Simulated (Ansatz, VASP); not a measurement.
# BaTe: VASP beside Ansatz

The input INCAR:

```
  ALGO = Normal
  EDIFF = 1E-7
  EDIFFG = -0.01
  ENCUT = 500
  GGA = PE
  GGA_COMPAT = False
  IBRION = 2
  ISIF = 3
  ISMEAR = 0
  LASPH = True
  LCHARG = False
  LREAL = False
  LWAVE = False
  NELM = 120
  NELMIN = 4
  NSW = 100
  PREC = Accurate
  SIGMA = 0.01
```

The input KPOINTS:

```
k-points
0
Gamma
  8 8 8
```

Contents of POSCAR:

```
BaTe
1.0
    0.0000000000      4.2399322900      4.2399322900
    4.2399322900      0.0000000000      4.2399322900
    4.2399322900      4.2399322900      0.0000000000
Ba Te
2 2
Direct
    0.5000000000      0.5000000000      0.5000000000
    0.7500000000      0.7500000000      0.7500000000
    0.0000000000      0.0000000000      0.0000000000
    0.2500000000      0.2500000000      0.2500000000
```

Input for Ansatz:

```yaml
crystal:
  lattice:
    - [0.0, 4.23993229, 4.23993229]
    - [4.23993229, 0.0, 4.23993229]
    - [4.23993229, 4.23993229, 0.0]
  atoms:
    - { symbol: Ba, position: [0.5, 0.5, 0.5] }
    - { symbol: Ba, position: [0.75, 0.75, 0.75] }
    - { symbol: Te, position: [0.0, 0.0, 0.0] }
    - { symbol: Te, position: [0.25, 0.25, 0.25] }
basis:
  ecutwfc: 420
kpoints:
  mp_grid: { grid: [8, 8, 8] }
hamiltonian:
  xc: pbe
scf:
  occupations: { method: gaussian, width: 0.01 }
output:
  forces: true
  stress: true
  eigenvalues: true
  write_density: true
  write_potential: true
  elf: true
  volumetric_format: npy
relax:
  adjacent_minimum: "off"
  f_tol: 0.01
  max_steps: 80
  cell: { stress_tol: 0.05 }
```

Change from the starting cell: species swapped into the NaIn type (Fd-3m, No. 227).

Alike in both runs: task relaxation of cell and atoms; functional PBE; k mesh 8 × 8 × 8; occupations gaussian, width 0.01 eV; no spin polarisation.

```csv
,VASP,Ansatz
version,VASP 6.6.1,Ansatz 0.2.0
potentials or method,"VASP PAW PBE potentials, release 64 (Ba_sv, Te), cutoff 500 eV","scalar-relativistic, plane waves, PAW"
valence electrons in the cell,32,52
```

```tsv
	VASP	Ansatz	Ansatz less VASP
gap on the k mesh at the Fermi level, each at its own relaxed structure (eV)	0.12	0.14	+0.016
relaxed volume (Å³/atom)	37.31	36.71	-0.597
relaxed cell length with the largest relative difference (Å)	5.954	5.922	-0.0319
```

VASP's potentials hold 32 valence electrons a cell and Ansatz's 52, so a difference there can come from the potentials and not from the codes.

Spin-orbit coupling is off throughout.
